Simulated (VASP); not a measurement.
A run of VASP 6.6.1 is set up as follows.

INCAR

```
ALGO     = Normal         # electronic algorithm
DIPOL    = 0.5 0.5 0.267
EDIFF    = 1E-7           # SCF threshold, eV
ENCUT    = 520            # plane-wave cutoff, eV
GGA      = PE             # functional
IDIPOL   = 3            
ISIF     = 2              # what is computed and relaxed
ISMEAR   = 0              # smearing method
LASPH    = T              # aspherical terms in the spheres
LCHARG   = F              # write CHGCAR
LDIPOL   = T            
LREAL    = F              # projectors in reciprocal space
LWAVE    = F              # write WAVECAR
NBANDS   = 26             # bands
NELM     = 60             # most SCF steps
PREC     = Accurate       # precision mode
SIGMA    = 0.02           # smearing width, eV
```

KPOINTS

```
k-points
0
Gamma
  12 12 1
```

The input POSCAR:

```
GaP
1.0
    3.8967407939      0.0000003141      0.0000000000
   -1.9483706690      3.3746763624      0.0000000000
    0.0000000000      0.0000000000     35.5494646826
Ga P
2 2
Direct
    0.3333333333      0.6666666667      0.1954031596
    0.3333333333      0.6666666667      0.3390633976
    0.0000000000      0.0000000000      0.1845292303
    0.0000000000      0.0000000000      0.3499373269
```

Potentials or basis: VASP PAW PBE potentials, release 64 (Ga_d, P).

Command:

```console
$ cat potpaw_PBE.64/Ga_d/POTCAR potpaw_PBE.64/P/POTCAR > POTCAR
$ mpirun -np 1 vasp_std > vasp.out
```

(1) Estimate the band gap on the k mesh.

(2) Estimate the largest force.

## Answers

(1) 1.59 eV (least direct gap 1.93 eV).

(2) 0.004 eV/Å.
